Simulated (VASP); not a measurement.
A run of VASP 6.6.1 is set up as follows.

The input INCAR:

```
  PREC = Accurate
  ENCUT = 520
  EDIFF = 1E-6
  ISMEAR = -1
  SIGMA = 0.05
  LREAL = False
  LASPH = True
  NELM = 150
  ALGO = Normal
  ISIF = 2
  LWAVE = False
  LCHARG = False
  ISPIN = 2
  MAGMOM = 1 1 1 0
  LORBIT = 11
  LMAXMIX = 4
  GGA = PE
  IVDW = 12
  NBANDS = 28
```

Contents of KPOINTS:

```
Automatic mesh
0
Gamma
  8 8 8
```

POSCAR

```
AlNi3
1.0
    3.5230547267      0.0000000000      0.0000000000
    0.0000000000      3.5230547267      0.0000000000
    0.0000000000      0.0000000000      3.5230547267
Ni Al
3 1
Direct
    0.5000000000      0.5000000000      0.0000000000
    0.5000000000      0.0000000000      0.5000000000
    0.0000000000      0.5000000000      0.5000000000
    0.0000000000      0.0000000000      0.0000000000
```

Potentials or basis: VASP PAW PBE potentials, release 64 (Ni, Al).

The run is started by

```console
$ cat potpaw_PBE.64/Ni/POTCAR potpaw_PBE.64/Al/POTCAR > POTCAR
$ mpirun -np 1 vasp_std > vasp.out
```

(1) Estimate the site moments.

(2) Estimate the pressure.

(3) Estimate the net moment.

(4) Estimate the dispersion energy per atom.

Answers

(1) Ni +0.24; Al -0.01 μB.

(2) 0.2 GPa.

(3) 0.67 μB per cell.

(4) -0.473 eV.

Caveat: three body term missing; pairwise dispersion overbinds metals, which lowers pressure and volume.
